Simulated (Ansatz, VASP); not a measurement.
# MoS2: VASP beside Ansatz

```
Mo S
1.0
     3.22747    0.00000    0.00000
    -1.61373    2.79507    0.00000
     0.00000    0.00000    6.31247
Mo S
1 2
Cartesian
  0.0000 0.0000 3.1562
  0.0000 1.8634 1.6117
  1.6137 0.9317 4.7008
```

Alike in both runs: task relaxation of cell and atoms; functional PBEsol; dispersion D3(BJ); k mesh 10 × 10 × 5; occupations fermi-dirac, width 0.15 eV; no spin polarisation.

|  | VASP | Ansatz |
| --- | --- | --- |
| version | VASP 6.6.1 | Ansatz 0.2.0 |
| potentials or method | VASP PAW PBE potentials, release 64 (Mo_sv, S), cutoff 600 eV | plane waves, PAW |
| valence electrons in the cell | 26 | 26 |

Ansatz gave:

| Item | Value |
| --- | --- |
| relaxed volume (Å³/atom) | 15.81 |
| relaxed length of the cell vector where the two differ most in proportion (Å) | 5.553 |

Task: What did VASP give for the same quantities?

Result: Relaxed volume (Å³/atom): 15.86; relaxed length of the cell vector where the two differ most in proportion (Å): 5.573.

VASP's potentials were made for PBE, not for PBEsol.

Noted on VASP's run: the volume moved by over 15 % at a fixed basis, so the end points are rough.
